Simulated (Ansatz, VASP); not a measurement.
KNaF2: VASP beside Ansatz

POSCAR

```
KNaF2
1.0
    1.7391397354      1.0040927945      5.8155052170
   -1.7391397354      1.0040927945      5.8155052170
    0.0000000000     -2.0081855887      5.8155052171
Na K F
1 1 2
Direct
    1.0000000000      0.0000000000      0.0000000000
    0.5000000000      0.5000000000      0.5000000000
    0.2610994597      0.2610994597      0.2610994597
    0.7389005403      0.7389005403      0.7389005403
```

Contents of INCAR.step1:

```
PREC = Accurate ; ENCUT = 520
ISMEAR = 0 ; SIGMA = 0.01
LREAL = F ; LASPH = T
NELM = 80 ; NBANDS = 23
GGA = PE ; ALGO = Normal
EDIFF = 1E-4 ; LWAVE = T
LCHARG = F
```

Contents of INCAR.step2:

```
PREC = Accurate ; ENCUT = 520
EDIFF = 1E-6 ; ISMEAR = 0
SIGMA = 0.01 ; LREAL = F
LASPH = T ; NELM = 80
ALGO = Normal ; ISIF = 2
LWAVE = F ; LCHARG = T
METAGGA = R2SCAN ; LMIXTAU = T
LELF = T ; LVHAR = T
NBANDS = 23 ; ISTART = 1
```

File KPOINTS:

```
Automatic mesh
0
Gamma
  8 8 8
```

Input for Ansatz:

```yaml
crystal:
  lattice:
    - [1.7391397354, 1.0040927945, 5.815505217]
    - [-1.7391397354, 1.0040927945, 5.815505217]
    - [0.0, -2.0081855887, 5.8155052171]
  atoms:
    - { symbol: Na, position: [1.0, 0.0, 0.0] }
    - { symbol: K, position: [0.5, 0.5, 0.5] }
    - { symbol: F, position: [0.2610994597, 0.2610994597, 0.2610994597] }
    - { symbol: F, position: [0.7389005403, 0.7389005403, 0.7389005403] }
kpoints:
  mp_grid: { grid: [8, 8, 8] }
  band_path:
    path:
      - [0.0, 0.0, 0.0]
      - [0.5, 0.5, 0.5]
      - [0.8134595046, 0.1865404954, 0.5]
      - [0.5, -0.1865404954, 0.1865404954]
      - [0.5, 0.0, 0.0]
      - [0.3432702477, -0.3432702477, 0.0]
      - [0.6567297523, 0.0, 0.3432702477]
      - [0.5, 0.0, 0.5]
    npoints: 1
hamiltonian:
  xc: r2scan
scf:
  occupations: { method: fixed }
  n_extra_bands: 5
output:
  forces: true
  stress: true
  eigenvalues: true
```

Alike in both runs: task single point; functional r2SCAN; k mesh 8 × 8 × 8; no spin polarisation.

|  | VASP | Ansatz |
| --- | --- | --- |
| version | VASP 6.6.1 | Ansatz 0.2.0 |
| potentials or method | VASP PAW PBE potentials, release 64 (Na_pv, K_sv, F) | plane waves, PAW |
| plane-wave cutoff (eV) | 520 | 500 |
| occupations | gaussian, width 0.01 eV | fixed |
| valence electrons in the cell | 30 | 32 |

```csv
,VASP,Ansatz,Ansatz less VASP
gap on the k mesh at the Fermi level (eV),6.99,6.98,-0.014
pressure (GPa),-0.2,0.0,+0.18
"traceless stress, the component that is largest in VASP (GPa)",0.09,0.02,-0.067
rms of the force components (eV/Å),0.014,0.000,-0.0137
```

VASP's potentials were made for PBE, not for r2SCAN. Atom by atom the forces differ by 0.014 eV/Å (rms over components). VASP's potentials hold 30 valence electrons a cell and Ansatz's 32, so a difference there can come from the potentials and not from the codes.
